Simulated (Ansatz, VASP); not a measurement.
**Two plane-wave programs on Li2O**

```
CELL_PARAMETERS angstrom
0.00000 2.29964 2.29964
2.29964 0.00000 2.29964
2.29964 2.29964 0.00000
ATOMIC_POSITIONS crystal
Li 0.25000 0.25000 0.25000
Li 0.75000 0.75000 0.75000
O 0.00000 0.00000 0.00000
```

Alike in both runs: task single point; functional PBE; k mesh 8 × 8 × 8; occupations gaussian, width 0.02 eV; no spin polarisation.

|  | VASP | Ansatz |
| --- | --- | --- |
| version | VASP 6.6.1 | Ansatz 0.2.0 |
| potentials or method | VASP PAW PBE potentials, release 64 (Li_sv, O), cutoff 750 eV | scalar-relativistic, plane waves, PAW |
| valence electrons in the cell | 12 | 12 |

Ansatz gave:

```
gap on the k mesh at the Fermi level (eV) : 5.02
least direct gap on the mesh (eV)         : 5.36
pressure (GPa)                            : 1.4
```

Which values does VASP return?

gap on the k mesh at the Fermi level (eV): 5.00; least direct gap on the mesh (eV): 5.36; pressure (GPa): 1.1.

With one functional, cell and mesh, what is left measures potentials, basis and numerics.
